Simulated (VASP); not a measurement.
# Ge (Imma) in VASP: single point with PBEsol

Aim: the single point of Ge with PBEsol.

All numbers are computed with VASP 6.6.1; they aren't measurements. Logs are shortened: lines on timing, memory, paths and dates and some standing lists are left out, and cuts for length are marked.

## 1. The cell of the first run

It takes space group Imma (No. 74, orthorhombic). Conventional cell: a = 5.126 Å, b = 5.126 Å, c = 2.793 Å, α = 90.00°, β = 90.00°, γ = 90.00°. Within 3.4 Å of Ge (site symmetry mm2) lie 8 Ge at 2.56 to 2.97 Å.

## 2. Single point, PBEsol (atoms displaced along a vibrational mode)

File INCAR:

```
PREC = Accurate
ENCUT = 520
EDIFF = 1E-6
ISMEAR = 0
SIGMA = 0.15
LREAL = False
LASPH = True
NELM = 60
ALGO = Fast
ISIF = 2
LWAVE = False
LCHARG = False
GGA = PS
NBANDS = 21
```

File KPOINTS:

```
Automatic mesh
0
Gamma
  24 24 24
```

File POSCAR:

```
Ge
1.0
   -2.5630127546      2.5630127546      1.3966622730
    2.5630127546     -2.5630127546      1.3966622730
    2.5630127546      2.5630127546     -1.3966622730
Ge
2
Direct
    0.3573989059      0.8573989059      0.5000000000
    0.3926010941      0.3926010941      0.0000000000
```

Potentials or basis: VASP PAW PBE potentials, release 64 (Ge_d).

Started as:

```bash
$ cat potpaw_PBE.64/Ge_d/POTCAR > POTCAR
$ mpirun -np 1 vasp_std > vasp.out
```

OUTCAR:

```text
PREC = Accurate
   ENCUT = 520
   EDIFF = 1E-6
   ISMEAR = 0
   LREAL = False
   LASPH = True
   NELM = 60
   ISIF = 2
   GGA = PS

 ion  position               nearest neighbor table
   1  0.357  0.857  0.500-   2 2.56   2 2.56   2 2.87   2 2.87
   2  0.393  0.393  0.000-   1 2.56   1 2.56   1 2.87   1 2.87

  LATTYP: Found a body centered tetragonal cell.
 ALAT       =     5.1260255092
 C/A-ratio  =     0.5449298957

  Lattice vectors:

 A1 = (  -2.5630127546,   2.5630127546,   1.3966622730)
 A2 = (   2.5630127546,  -2.5630127546,   1.3966622730)
 A3 = (   2.5630127546,   2.5630127546,  -1.3966622730)

Analysis of symmetry for initial positions (statically):
=====================================================================
 Subroutine PRICEL returns:
 Original cell was already a primitive cell.

 Routine SETGRP: Setting up the symmetry group for a
 body centered tetragonal supercell.

 Subroutine GETGRP returns: Found  8 space group operations
 (whereof  4 operations were pure point group operations)
 out of a pool of 16 trial point group operations.

The static configuration has the point symmetry C_2v.
 The point group associated with its full space group is D_2h.

Analysis of symmetry for dynamics (positions and initial velocities):
=====================================================================
 Subroutine PRICEL returns:
 Original cell was already a primitive cell.

 Routine SETGRP: Setting up the symmetry group for a
 body centered tetragonal supercell.

 Subroutine GETGRP returns: Found  8 space group operations
 (whereof  4 operations were pure point group operations)
 out of a pool of 16 trial point group operations.

The dynamic configuration has the point symmetry C_2v.
 The point group associated with its full space group is D_2h.

 Subroutine INISYM returns: Found  8 space group operations
 (whereof  4 operations are pure point group operations),
 and found     1 'primitive' translations

----------------------------------------------------------------------------------------

                                     Primitive cell

  volume of cell :      36.6989

  direct lattice vectors                    reciprocal lattice vectors
    -2.563012755  2.563012755  1.396662273     0.000000000  0.195082915  0.357996353
     2.563012755 -2.563012755  1.396662273     0.195082915  0.000000000  0.357996353
     2.563012755  2.563012755 -1.396662273     0.195082915  0.195082915  0.000000000

  length of vectors
     3.884421999  3.884421999  3.884421999     0.407699316  0.407699316  0.275888905

  position of ions in fractional coordinates (direct lattice)
     0.357398906  0.857398906  0.500000000
     0.392601094  0.392601094  0.000000000

  ion indices of the primitive-cell ions
   primitive index   ion index
                 1           1
                 2           2

----------------------------------------------------------------------------------------

 KPOINTS: Automatic mesh

Automatic generation of k-mesh.
 Grid dimensions read from file:
 generate k-points for:   24   24   24

 Generating k-lattice:

  Cartesian coordinates                     Fractional coordinates (reciprocal lattice)
     0.000000000  0.008128455  0.014916515     0.041666667 -0.000000000  0.000000000
     0.008128455  0.000000000  0.014916515    -0.000000000  0.041666667  0.000000000
     0.008128455  0.008128455  0.000000000     0.000000000  0.000000000  0.041666667

  Length of vectors
     0.016987472  0.016987472  0.011495371

  Shift w.r.t. Gamma in fractional coordinates (k-lattice)
     0.000000000  0.000000000  0.000000000

 Subroutine IBZKPT returns following result:
 ===========================================

 Found   1963 irreducible k-points:

 Following reciprocal coordinates:
            Coordinates               Weight
  0.000000  0.000000  0.000000      1.000000
  0.041667  0.000000 -0.000000      4.000000
  0.041667  0.000000 -0.041667      4.000000
  0.083333 -0.000000  0.000000      4.000000
  0.083333 -0.000000 -0.083333      4.000000
  0.125000  0.000000 -0.000000      4.000000
[... 16 lines left out ...]
  0.458333  0.000000 -0.458333      4.000000
  0.500000  0.000000 -0.000000      2.000000
 [... further k-points ...]
   k-points           NKPTS =   1963   k-points in BZ     NKDIM =   1963   number of bands    NBANDS=     21
   number of dos      NEDOS =    301   number of ions     NIONS =      2
   total plane-waves  NPLWV =  27000
   dimension x,y,z NGX =    30 NGY =   30 NGZ =   30
   dimension x,y,z NGXF=    60 NGYF=   60 NGZF=   60
   ions per type =               2
   NGX,Y,Z   is equivalent  to a cutoff of  12.84, 12.84, 12.84 a.u.
   NGXF,Y,Z  is equivalent  to a cutoff of  25.68, 25.68, 25.68 a.u.
 SYSTEM =  unknown system
   PREC   = accura    normal or accurate (medium, high low for compatibility)
   ISTART =      0    job   : 0-new  1-cont  2-samecut
   ICHARG =      2    charge: 1-file 2-atom 10-const
   ISPIN  =      1    spin polarized calculation?
   LNONCOLLINEAR =      F non collinear calculations
   LSORBIT =      F    spin-orbit coupling
   LASPH  =      T    aspherical Exc in radial PAW
   ENCUT  =  520.0 eV  38.22 Ry    6.18 a.u.   7.22  7.22  7.22*2*pi/ulx,y,z
   NELM   =     60;   NELMIN=  2; NELMDL= -5     # of ELM steps
   EDIFF  = 0.1E-05   stopping-criterion for ELM
   LREAL  =      F    real-space projection
   EDIFFG = 0.1E-04   stopping-criterion for IOM
   NSW    =      0    number of steps for IOM
   IBRION =     -1    ionic relax: 0-MD 1-quasi-New 2-CG
   NFREE  =      0    steps in history (QN), initial steepest desc. (CG)
   ISIF   =      2    stress and relaxation
   ISYM   =      2    0-nonsym 1-usesym 2-fastsym
   POTIM  = 0.5000    time-step for ionic-motion
   TEBEG  =    0.0;   TEEND  =   0.0 temperature during run
   PSTRESS=    0.0 pullay stress
   NELECT =      28.0000    total number of electrons
   NUPDOWN=      -1.0000    fix difference up-down
   EMIN   =  10.00;   EMAX   =-10.00  energy-range for DOS
   EFERMI =   0.00;   METHOD = LEGACY
   ISMEAR =     0;   SIGMA  =   0.15  broadening in eV -4-tet -1-fermi 0-gaus
   EFERMI_NEDOS =   21; number of points for ismear=-14 and -15
   IALGO  =     68    algorithm
   IMIX   =      4    mixing-type and parameters
     AMIX     =   0.40;   BMIX     =  1.00
     AMIX_MAG =   1.60;   BMIX_MAG =  1.00
  volume/ion in A,a.u.               =      18.35       123.83
  Fermi-wavevector in a.u.,A,eV,Ry     =   1.495925  2.826889 30.447010  2.237792
  Thomas-Fermi vector in A             =   2.608007
   LORBIT       =      0    0 simple, 1 ext, 2 COOP (PROOUT), +10 PAW based schemes
   GGA     = PS    functional components
   LHFCALC =     F    Hartree Fock is set to
   AEXX    =    0.0000 exact exchange contribution
   IVDW    =     0    specifies the selected vdW correction
   LEPSILON=     F    determine dielectric tensor
   LRPA    =     F    only Hartree local field effects (RPA)
 non-spin polarized calculation
 RMM-DIIS sequential band-by-band and
 Gauss-broadening in eV      SIGMA  =   0.15
  energy-cutoff  :      520.00
  volume of cell :       36.70
 maximum number of plane-waves:      1006
 NGX is ok and might be reduce to    30
   NGX = 15   NGY = 15   NGZ = 15

 number of electron      28.0000011 magnetization

 Free energy of the ion-electron system (eV)
  ---------------------------------------------------
  ext. energy  EPLUGINS =         0.00000000
  ---------------------------------------------------
  free energy    TOTEN  =        -9.47760883 eV

  energy without entropy =       -9.46817650  energy(sigma->0) =       -9.47289267

 E-fermi :   6.8059     XC(G=0): -11.5203

 val. band max:        6.8054189748   @ k =  -0.1250   0.1667   0.0833
 cond. band min:       6.8062688305   @ k =  -0.2500   0.2500   0.0417
 fundamental gap:      0.0008498557
 Fermi energy:         6.8059408765

 k-point     1 :       0.0000    0.0000    0.0000
  band No.  band energies     occupation
      1     -17.9715      2.00000
      2     -17.8550      2.00000
      3     -17.8544      2.00000
      4     -17.8484      2.00000
      5     -17.8019      2.00000
      6     -17.7744      2.00000
[... 13 lines left out ...]
     20      17.8243      0.00000
     21      19.6181      0.00000

 k-point     2 :       0.0417    0.0000   -0.0000
  band No.  band energies     occupation
      1     -17.9703      2.00000
      2     -17.8536      2.00000
      3     -17.8523      2.00000
      4     -17.8463      2.00000
      5     -17.8021      2.00000
      6     -17.7756      2.00000
[... 13 lines left out ...]
     20      18.0123      0.00000
     21      19.6775      0.00000

 k-point     3 :       0.0417    0.0000   -0.0417
  band No.  band energies     occupation
      1     -17.9692      2.00000
      2     -17.8533      2.00000
      3     -17.8525      2.00000
      4     -17.8462      2.00000
      5     -17.8025      2.00000
      6     -17.7751      2.00000
[... 13 lines left out ...]
     20      18.1093      0.00000
     21      19.8532      0.00000

 k-point     4 :       0.0833   -0.0000    0.0000
  band No.  band energies     occupation
      1     -17.9669      2.00000
      2     -17.8512      2.00000
      3     -17.8444      2.00000
      4     -17.8406      2.00000
      5     -17.8023      2.00000
      6     -17.7790      2.00000
[... 13 lines left out ...]
     20      18.1746      0.00000
     21      18.5754      0.00000

 k-point     5 :       0.0833   -0.0000   -0.0833
  band No.  band energies     occupation
      1     -17.9626      2.00000
      2     -17.8501      2.00000
      3     -17.8452      2.00000
      4     -17.8397      2.00000
      5     -17.8043      2.00000
      6     -17.7772      2.00000
[... 13 lines left out ...]
     20      18.5600      0.00000
     21      18.7843      0.00000
[... 382 lines left out ...]
     20      17.0195      0.00000
     21      19.7418      0.00000

 k-point    22 :       0.4583    0.0000    0.0000
  band No.  band energies     occupation
      1     -17.9300      2.00000
      2     -17.8537      2.00000
      3     -17.8382      2.00000
      4     -17.8278      2.00000
      5     -17.7952      2.00000
      6     -17.7103      2.00000
[... 13 lines left out ...]
     20      18.6354      0.00000
     21      18.9515      0.00000

 k-point    23 :       0.4583    0.0000   -0.4583
  band No.  band energies     occupation
      1     -17.8163      2.00000
      2     -17.8027      2.00000
      3     -17.7994      2.00000
      4     -17.7779      2.00000
      5     -17.7689      2.00000
      6     -17.7581      2.00000
[... 13 lines left out ...]
     20      18.3004      0.00000
     21      18.4429      0.00000

 k-point    24 :       0.5000    0.0000   -0.0000
  band No.  band energies     occupation
      1     -17.9299      2.00000
      2     -17.8548      2.00000
      3     -17.8404      2.00000
      4     -17.8276      2.00000
      5     -17.7945      2.00000
      6     -17.7111      2.00000
[... 13 lines left out ...]
     20      19.0006      0.00000
     21      19.0580      0.00000

 [... further k-points ...]

------------------------ aborting loop because EDIFF is reached ----------------------------------------

  FORCE on cell =-STRESS in cart. coord.  units (eV):
  Direction    XX          YY          ZZ          XY          YZ          ZX
  --------------------------------------------------------------------------------------
  -------------------------------------------------------------------------------------
  Total        1.4781464     -0.6541926     -0.1273235      0.0000000      0.0000000      0.0000000
  in kB       64.5319952    -28.5603340     -5.5586122      0.0000000      0.0000000      0.0000000
  external PRESSURE =      10.1376830 kB  Pullay stress =       0.0000000 kB

 VOLUME and BASIS-vectors are now :
 -----------------------------------------------------------------------------
  energy-cutoff  :      520.00
  volume of cell :       36.70
      direct lattice vectors                 reciprocal lattice vectors
    -2.563012755  2.563012755  1.396662273     0.000000000  0.195082915  0.357996353
     2.563012755 -2.563012755  1.396662273     0.195082915  0.000000000  0.357996353
     2.563012755  2.563012755 -1.396662273     0.195082915  0.195082915  0.000000000

 POSITION                                       TOTAL-FORCE (eV/Angst)
 -----------------------------------------------------------------------------------
      2.56301      0.00000      0.99833        -0.000000      0.000000     -0.060712
      0.00000      0.00000      1.09666         0.000000     -0.000000      0.060712
 -----------------------------------------------------------------------------------
    total drift:                                0.000000     -0.000000      0.000000

  FREE ENERGIE OF THE ION-ELECTRON SYSTEM (eV)
  ---------------------------------------------------
  free  energy   TOTEN  =        -9.4776088280 eV

  energy  without entropy=       -9.4681765031  energy(sigma->0) =       -9.47289267
```

It took 21 min on 1 thread of Oxide Virtual Turin-like, shared host; peak memory 1.1 GiB.

Results:

```yaml
Free_energy: -9.4776 eV
Pressure: 1.0 GPa
Largest_force: 0.061 eV/Å
Band_gap_on_the_k_mesh: zero (bands 14 and 15 overlap by 5.63 eV)
```

Forces on the atoms (eV/Å):
```
Ge   0.000  0.000 -0.061
Ge   0.000  0.000  0.061
```

Stress tensor (GPa, compression positive):
```
 6.45  0.00  0.00
 0.00 -2.86  0.00
 0.00  0.00 -0.56
```

Levels at points of the mesh, in eV from the Fermi level:
| k point | band 10 | band 11 | band 12 | band 13 | band 14 | band 15 | band 16 | band 17 | band 18 | band 19 |
| --- | --- | --- | --- | --- | --- | --- | --- | --- | --- | --- |
| (0.00, 0.00, 0.00) | -24.38 | -13.44 | -4.03 | -2.63 | -2.18 | 3.19 | 7.11 | 8.22 | 8.26 | 8.29 |
| (0.50, 0.00, 0.00) | -24.37 | -8.34 | -5.78 | -3.21 | -2.10 | -2.04 | 3.25 | 3.47 | 6.72 | 7.40 |
| (0.50, 0.00, 0.50) | -24.50 | -7.63 | -7.39 | -2.19 | -2.13 | 0.00 | 0.59 | 4.21 | 4.50 | 10.19 |
| (0.50, 0.50, 0.00) | -24.52 | -10.67 | -10.67 | 0.62 | 0.62 | 1.92 | 1.92 | 7.38 | 7.38 | 11.37 |
| (0.50, 0.50, 0.50) | -24.47 | -9.04 | -8.81 | -6.13 | -5.94 | 4.72 | 8.55 | 10.66 | 11.62 | 12.01 |

Caveat: the cell differs from its parent crystal (atoms displaced along a vibrational mode); the PAW data sets were made with another functional, which shifts forces and pressure a little.
